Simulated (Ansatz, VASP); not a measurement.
## One calculation of Sn, two programs

```
Sn
1.0
     3.26790    0.00000    0.00000
    -1.63395    2.83009    0.00000
     0.00000    0.00000    3.07265
Sn
1
Direct
  0.00000 0.00000 0.50000
```

Alike in both runs: task single point; functional PBEsol; k mesh 18 × 18 × 18; occupations gaussian, width 0.1 eV; no spin polarisation.

```csv
,VASP,Ansatz
version,VASP 6.6.1,Ansatz 0.2.0
potentials or method,"VASP PAW PBE potentials, release 64 (Sn_d), cutoff 520 eV","scalar-relativistic, plane waves, PAW"
valence electrons in the cell,14,14
```

|  | VASP | Ansatz | Ansatz less VASP |
| --- | --- | --- | --- |
| gap on the k mesh at the Fermi level (eV) | none | none | - |
| pressure (GPa) | -2.8 | -2.7 | +0.07 |

VASP's potentials were made for PBE, not for PBEsol. A gap of «none» marks a metal or a gap that the smearing closes.
